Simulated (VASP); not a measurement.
# Al4Cu (F-43m) in VASP: notebook

Runs on Al4Cu. Level: PBE. Tasks: single point.

Program: VASP 6.6.1. These are calculated values, not measurements. Logs are shortened: lines on timing, memory, paths and dates and some standing lists are left out, and cuts for length are marked.

## 1. The cell of the first run

Symmetry: F-43m, No. 216, cubic system. The conventional cell has a = 7.412 Å, b = 7.412 Å, c = 7.412 Å, α = 90.00°, β = 90.00°, γ = 90.00°. Within 3.4 Å of Al (site symmetry 3m) lie 6 Al at 2.61 to 2.63 Å and 3 Cu at 3.07 Å. Cu (site symmetry -43m) has 12 Al at 3.07 Å within 4.0 Å.

The cell was generated, and may not be a known phase.

## 2. Single point, PBE

File INCAR:

```
PREC     = Accurate       # precision mode
ENCUT    = 520            # plane-wave cutoff, eV
EDIFF    = 1E-6           # SCF threshold, eV
ISMEAR   = 0              # smearing method
SIGMA    = 0.1            # smearing width, eV
LREAL    = F              # projectors in reciprocal space
LASPH    = T              # aspherical terms in the spheres
NELM     = 80             # most SCF steps
ALGO     = Normal         # electronic algorithm
ISIF     = 2              # what is computed and relaxed
LWAVE    = F              # write WAVECAR
LCHARG   = F              # write CHGCAR
GGA      = PE             # functional
NBANDS   = 20             # bands
```

File KPOINTS:

```
regular mesh
0
Gamma
  4 4 4
```

File POSCAR:

```
Al4Cu
1.0
    0.0000000000      3.7058307940      3.7058307940
    3.7058307940      0.0000000000      3.7058307940
    3.7058307940      3.7058307940      0.0000000000
Al Cu
4 1
Direct
    0.6255891272      0.6255891272      0.6255891272
    0.6255891272      0.6255891272      1.1232326183
    0.6255891272      1.1232326183      0.6255891272
    1.1232326183      0.6255891272      0.6255891272
    0.2500000000      0.2500000000      0.2500000000
```

Potentials or basis: VASP PAW PBE potentials, release 64 (Al, Cu).

Command:

```console
cat potpaw_PBE.64/Al/POTCAR potpaw_PBE.64/Cu/POTCAR > POTCAR
mpirun -np 1 vasp_std > vasp.out
```

OUTCAR:

```text
PREC = Accurate
   ENCUT = 520
   EDIFF = 1E-6
   ISMEAR = 0
   LREAL = F
   LASPH = T
   NELM = 80
   ISIF = 2
   GGA = PE

 ion  position               nearest neighbor table
   1  0.626  0.626  0.626-   2 2.61   3 2.61   4 2.61   2 2.63   3 2.63   4 2.63   5 3.07   5 3.07
                             5 3.07
   2  0.626  0.626  0.123-   1 2.61   3 2.61   4 2.61   1 2.63   3 2.63   4 2.63   5 3.07   5 3.07
                             5 3.07
   3  0.626  0.123  0.626-   1 2.61   2 2.61   4 2.61   2 2.63   1 2.63   4 2.63   5 3.07   5 3.07
                             5 3.07
   4  0.123  0.626  0.626-   1 2.61   2 2.61   3 2.61   1 2.63   2 2.63   3 2.63   5 3.07   5 3.07
                             5 3.07
   5  0.250  0.250  0.250-   2 3.07   3 3.07   4 3.07   1 3.07   1 3.07   1 3.07   3 3.07   2 3.07
                             4 3.07   4 3.07   2 3.07   3 3.07

  LATTYP: Found a face centered cubic cell.
 ALAT       =     7.4116615880

  Lattice vectors:

 A1 = (   0.0000000000,   3.7058307940,   3.7058307940)
 A2 = (   3.7058307940,   0.0000000000,   3.7058307940)
 A3 = (   3.7058307940,   3.7058307940,   0.0000000000)

Analysis of symmetry for initial positions (statically):
=====================================================================
 Subroutine PRICEL returns:
 Original cell was already a primitive cell.

 Routine SETGRP: Setting up the symmetry group for a
 face centered cubic supercell.

 Subroutine GETGRP returns: Found 24 space group operations
 (whereof 24 operations were pure point group operations)
 out of a pool of 48 trial point group operations.

The static configuration has the point symmetry T_d .

Analysis of symmetry for dynamics (positions and initial velocities):
=====================================================================
 Subroutine PRICEL returns:
 Original cell was already a primitive cell.

 Routine SETGRP: Setting up the symmetry group for a
 face centered cubic supercell.

 Subroutine GETGRP returns: Found 24 space group operations
 (whereof 24 operations were pure point group operations)
 out of a pool of 48 trial point group operations.

The dynamic configuration has the point symmetry T_d .

 Subroutine INISYM returns: Found 24 space group operations
 (whereof 24 operations are pure point group operations),
 and found     1 'primitive' translations

----------------------------------------------------------------------------------------

                                     Primitive cell

  volume of cell :     101.7857

  direct lattice vectors                    reciprocal lattice vectors
     0.000000000  3.705830794  3.705830794    -0.134922512  0.134922512  0.134922512
     3.705830794  0.000000000  3.705830794     0.134922512 -0.134922512  0.134922512
     3.705830794  3.705830794  0.000000000     0.134922512  0.134922512 -0.134922512

  length of vectors
     5.240836169  5.240836169  5.240836169     0.233692646  0.233692646  0.233692646

  position of ions in fractional coordinates (direct lattice)
     0.625589127  0.625589127  0.625589127
     0.625589127  0.625589127  0.123232618
     0.625589127  0.123232618  0.625589127
     0.123232618  0.625589127  0.625589127
     0.250000000  0.250000000  0.250000000

  ion indices of the primitive-cell ions
   primitive index   ion index
                 1           1
                 2           2
                 3           3
                 4           4
                 5           5

----------------------------------------------------------------------------------------

 KPOINTS: regular mesh

Automatic generation of k-mesh.
 Grid dimensions read from file:
 generate k-points for:    4    4    4

 Generating k-lattice:

  Cartesian coordinates                     Fractional coordinates (reciprocal lattice)
    -0.033730628  0.033730628  0.033730628     0.250000000  0.000000000  0.000000000
     0.033730628 -0.033730628  0.033730628     0.000000000  0.250000000  0.000000000
     0.033730628  0.033730628 -0.033730628     0.000000000  0.000000000  0.250000000

  Length of vectors
     0.058423161  0.058423161  0.058423161

  Shift w.r.t. Gamma in fractional coordinates (k-lattice)
     0.000000000  0.000000000  0.000000000

 Subroutine IBZKPT returns following result:
 ===========================================

 Found      8 irreducible k-points:

 Following reciprocal coordinates:
            Coordinates               Weight
  0.000000  0.000000  0.000000      1.000000
  0.250000  0.000000  0.000000      8.000000
  0.500000  0.000000  0.000000      4.000000
  0.250000  0.250000  0.000000      6.000000
  0.500000  0.250000  0.000000     24.000000
 -0.250000  0.250000  0.000000     12.000000
  0.500000  0.500000  0.000000      3.000000
 -0.250000  0.500000  0.250000      6.000000
   k-points           NKPTS =      8   k-points in BZ     NKDIM =      8   number of bands    NBANDS=     20
   number of dos      NEDOS =    301   number of ions     NIONS =      5
   total plane-waves  NPLWV =  64000
   dimension x,y,z NGX =    40 NGY =   40 NGZ =   40
   dimension x,y,z NGXF=    80 NGYF=   80 NGZF=   80
   ions per type =               4   1
   NGX,Y,Z   is equivalent  to a cutoff of  12.69, 12.69, 12.69 a.u.
   NGXF,Y,Z  is equivalent  to a cutoff of  25.38, 25.38, 25.38 a.u.
 SYSTEM =  unknown system
   PREC   = accura    normal or accurate (medium, high low for compatibility)
   ISTART =      0    job   : 0-new  1-cont  2-samecut
   ICHARG =      2    charge: 1-file 2-atom 10-const
   ISPIN  =      1    spin polarized calculation?
   LNONCOLLINEAR =      F non collinear calculations
   LSORBIT =      F    spin-orbit coupling
   LASPH  =      T    aspherical Exc in radial PAW
   ENCUT  =  520.0 eV  38.22 Ry    6.18 a.u.   9.74  9.74  9.74*2*pi/ulx,y,z
   NELM   =     80;   NELMIN=  2; NELMDL= -5     # of ELM steps
   EDIFF  = 0.1E-05   stopping-criterion for ELM
   LREAL  =      F    real-space projection
[... 7 lines left out ...]
   TEBEG  =    0.0;   TEEND  =   0.0 temperature during run
   PSTRESS=    0.0 pullay stress
   NELECT =      23.0000    total number of electrons
   NUPDOWN=      -1.0000    fix difference up-down
   EMIN   =  10.00;   EMAX   =-10.00  energy-range for DOS
   EFERMI =   0.00;   METHOD = LEGACY
   ISMEAR =     0;   SIGMA  =   0.10  broadening in eV -4-tet -1-fermi 0-gaus
   EFERMI_NEDOS =   21; number of points for ismear=-14 and -15
   IALGO  =     38    algorithm
   IMIX   =      4    mixing-type and parameters
     AMIX     =   0.40;   BMIX     =  1.00
     AMIX_MAG =   1.60;   BMIX_MAG =  1.00
  volume/ion in A,a.u.               =      20.36       137.38
  Fermi-wavevector in a.u.,A,eV,Ry     =   0.997138  1.884317 13.528053  0.994284
  Thomas-Fermi vector in A             =   2.129274
   LORBIT       =      0    0 simple, 1 ext, 2 COOP (PROOUT), +10 PAW based schemes
   GGA     = PE    functional components
   LHFCALC =     F    Hartree Fock is set to
   AEXX    =    0.0000 exact exchange contribution
   IVDW    =     0    specifies the selected vdW correction
   LEPSILON=     F    determine dielectric tensor
   LRPA    =     F    only Hartree local field effects (RPA)
 non-spin polarized calculation
 Gauss-broadening in eV      SIGMA  =   0.10
  energy-cutoff  :      520.00
  volume of cell :      101.79
 maximum number of plane-waves:      2764
 NGX is ok and might be reduce to    40
   NGX = 19   NGY = 19   NGZ = 19

 number of electron      22.9999992 magnetization

 Free energy of the ion-electron system (eV)
  ---------------------------------------------------
  ext. energy  EPLUGINS =         0.00000000
  ---------------------------------------------------
  free energy    TOTEN  =       -16.41845676 eV

  energy without entropy =      -16.40330410  energy(sigma->0) =      -16.41088043

 E-fermi :   5.1292     XC(G=0):  -9.2719

 val. band max:        5.0869258817   @ k =  -0.2500   0.2500   0.0000
 cond. band min:       5.1679698787   @ k =   0.2500   0.0000   0.0000
 fundamental gap:      0.0810439970
 Fermi energy:         5.1291926710

 k-point     1 :       0.0000    0.0000    0.0000
  band No.  band energies     occupation
      1      -4.6892      2.00000
      2       0.8207      2.00000
      3       2.0348      2.00000
      4       2.0348      2.00000
      5       2.0348      2.00000
      6       2.3165      2.00000
[... 12 lines left out ...]
     19       8.0995      0.00000
     20      10.8802      0.00000

 k-point     2 :       0.2500    0.0000    0.0000
  band No.  band energies     occupation
      1      -4.2678      2.00000
      2      -0.4789      2.00000
      3       1.5565      2.00000
      4       1.8598      2.00000
      5       1.8598      2.00000
      6       2.2903      2.00000
[... 12 lines left out ...]
     19      10.1325      0.00000
     20      12.0856      0.00000

 k-point     3 :       0.5000    0.0000    0.0000
  band No.  band energies     occupation
      1      -3.4977      2.00000
      2      -1.9243      2.00000
      3       1.2463      2.00000
      4       1.6636      2.00000
      5       1.6636      2.00000
      6       2.4051      2.00000
[... 12 lines left out ...]
     19      10.1489      0.00000
     20      12.1928      0.00000

 k-point     4 :       0.2500    0.2500    0.0000
  band No.  band energies     occupation
      1      -4.1189      2.00000
      2      -0.5499      2.00000
      3       1.5261      2.00000
      4       1.5261      2.00000
      5       1.6692      2.00000
      6       2.2582      2.00000
[... 12 lines left out ...]
     19       9.9535      0.00000
     20      11.5019      0.00000

 k-point     5 :       0.5000    0.2500    0.0000
  band No.  band energies     occupation
      1      -3.2856      2.00000
      2      -1.7854      2.00000
      3       0.2011      2.00000
      4       1.3642      2.00000
      5       2.0602      2.00000
      6       2.3926      2.00000
[... 12 lines left out ...]
     19      11.0305      0.00000
     20      11.8872      0.00000

 k-point     6 :      -0.2500    0.2500    0.0000
  band No.  band energies     occupation
      1      -3.6251      2.00000
      2      -1.3538      2.00000
      3       0.1427      2.00000
      4       1.6613      2.00000
      5       2.3306      2.00000
      6       2.3800      2.00000
[... 12 lines left out ...]
     19      11.1680      0.00000
     20      11.5798      0.00000

 k-point     7 :       0.5000    0.5000    0.0000
  band No.  band energies     occupation
      1      -2.5923      2.00000
      2      -2.5207      2.00000
      3       1.0954      2.00000
      4       1.0954      2.00000
      5       1.1873      2.00000
      6       2.0119      2.00000
[... 12 lines left out ...]
     19      10.7972      0.00000
     20      11.4318      0.00000

 k-point     8 :      -0.2500    0.5000    0.2500
  band No.  band energies     occupation
      1      -2.5601      2.00000
      2      -2.4162      2.00000
      3      -0.1091      2.00000
      4       0.6133      2.00000
      5       2.3448      2.00000
      6       2.3840      2.00000
[... 12 lines left out ...]
     19      11.1412      0.00000
     20      11.5634      0.00000

------------------------ aborting loop because EDIFF is reached ----------------------------------------

  FORCE on cell =-STRESS in cart. coord.  units (eV):
  Direction    XX          YY          ZZ          XY          YZ          ZX
  --------------------------------------------------------------------------------------
  -------------------------------------------------------------------------------------
  Total        0.0248338      0.0248338      0.0248338     -0.0000000     -0.0000000      0.0000000
  in kB        0.3909005      0.3909005      0.3909005     -0.0000000     -0.0000000      0.0000000
  external PRESSURE =       0.3909005 kB  Pullay stress =       0.0000000 kB

 VOLUME and BASIS-vectors are now :
 -----------------------------------------------------------------------------
  energy-cutoff  :      520.00
  volume of cell :      101.79
      direct lattice vectors                 reciprocal lattice vectors
     0.000000000  3.705830794  3.705830794    -0.134922512  0.134922512  0.134922512
     3.705830794  0.000000000  3.705830794     0.134922512 -0.134922512  0.134922512
     3.705830794  3.705830794  0.000000000     0.134922512  0.134922512 -0.134922512

 POSITION                                       TOTAL-FORCE (eV/Angst)
 -----------------------------------------------------------------------------------
      4.63665      4.63665      4.63665         0.000887      0.000887      0.000887
      2.77501      2.77501      4.63665        -0.000887     -0.000887      0.000887
      2.77501      4.63665      2.77501        -0.000887      0.000887     -0.000887
      4.63665      2.77501      2.77501         0.000887     -0.000887     -0.000887
      1.85292      1.85292      1.85292         0.000000      0.000000     -0.000000
 -----------------------------------------------------------------------------------
    total drift:                               -0.000001     -0.000001     -0.000000

  FREE ENERGIE OF THE ION-ELECTRON SYSTEM (eV)
  ---------------------------------------------------
  free  energy   TOTEN  =       -16.4184567551 eV

  energy  without entropy=      -16.4033040955  energy(sigma->0) =      -16.41088043
```

Run time: 44 s. Hardware: 1 thread of Intel Xeon 8259CL, shared host; peak memory 0.23 GiB.

What came out:

| Property | Result |
| --- | --- |
| Free energy | -16.4185 eV |
| Pressure | 0.0 GPa |
| Band gap on the k mesh | zero (an odd number of electrons rules out a gap without spin polarisation) |

Levels at points of the mesh, in eV from the Fermi level:
```csv
k point,band 10,band 11,band 12,band 13,band 14,band 15
"(0.00, 0.00, 0.00)",-1.70,-0.84,-0.84,-0.84,-0.44,1.47
"(0.50, 0.00, 0.00)",-1.82,-1.06,-1.06,0.79,2.24,2.87
"(0.50, 0.50, 0.00)",-2.52,-1.80,2.59,2.59,2.79,3.47
```

Caveat: the k points lie up to 0.37 Å⁻¹ apart, too coarse for converged energies and pressures of a metal.

## 3. Single point, PBE

This run uses another cell than the first one, of 28.96 Å³/atom.

File INCAR:

```
ALGO = Normal
EDIFF = 1E-6
ENCUT = 520
GGA = PE
ISIF = 2
ISMEAR = 0
LASPH = T
LCHARG = T
LELF = T
LREAL = F
LVHAR = T
LWAVE = F
NBANDS = 20
NELM = 60
PREC = Accurate
SIGMA = 0.1
```

File KPOINTS:

```
k-points
0
Gamma
  4 4 4
```

File POSCAR:

```
Al4Cu
1.0
    0.0000000000      4.1679854900      4.1679854900
    4.1679854900      0.0000000000      4.1679854900
    4.1679854900      4.1679854900      0.0000000000
Al Cu
4 1
Direct
    0.6724448000      0.6724448000      0.6724448000
    0.6724448000      0.6724448000      0.9826656000
    0.6724448000      0.9826656000      0.6724448000
    0.9826656000      0.6724448000      0.6724448000
    0.2500000000      0.2500000000      0.2500000000
```

Potentials or basis: VASP PAW PBE potentials, release 64 (Al, Cu).

Command:

```console
cat potpaw_PBE.64/Al/POTCAR potpaw_PBE.64/Cu/POTCAR > POTCAR
mpirun -np 1 vasp_std > vasp.out
```

Run time: 1.7 min. Hardware: 1 thread of Intel Xeon 8259CL, shared host; peak memory 0.31 GiB.

The run converged. Its results:

```yaml
Free_energy: 6.8016 eV
Pressure: 43.2 GPa
Largest_force: 30.772 eV/Å
Band_gap_on_the_k_mesh: zero (an odd number of electrons rules out a gap without spin polarisation)
```

Forces in eV/Å, atoms in the order of the input:
```
Al  -17.766 -17.766 -17.766
Al   17.766  17.766 -17.766
Al   17.766 -17.766  17.766
Al  -17.766  17.766  17.766
Cu    0.000   0.000   0.000
```

Levels at points of the mesh, in eV from the Fermi level:
```csv
k point,band 8,band 9,band 10,band 11,band 12,band 13,band 14,band 15
"(0.00, 0.00, 0.00)",-1.70,-1.70,-1.70,0.59,0.59,0.59,1.06,1.06
"(0.50, 0.00, 0.00)",-1.60,-1.55,-1.55,-0.23,-0.18,-0.18,0.88,1.74
"(0.50, 0.50, 0.00)",-1.72,-1.61,-1.61,-0.73,0.07,1.61,1.65,1.65
```

Caveat: the cell stands under pressure; forces of over 1 eV/Å act on the atoms, so gaps and moduli don't describe the material at rest.

The gap in the log of VASP goes by the Fermi energy; the results here count the filled bands.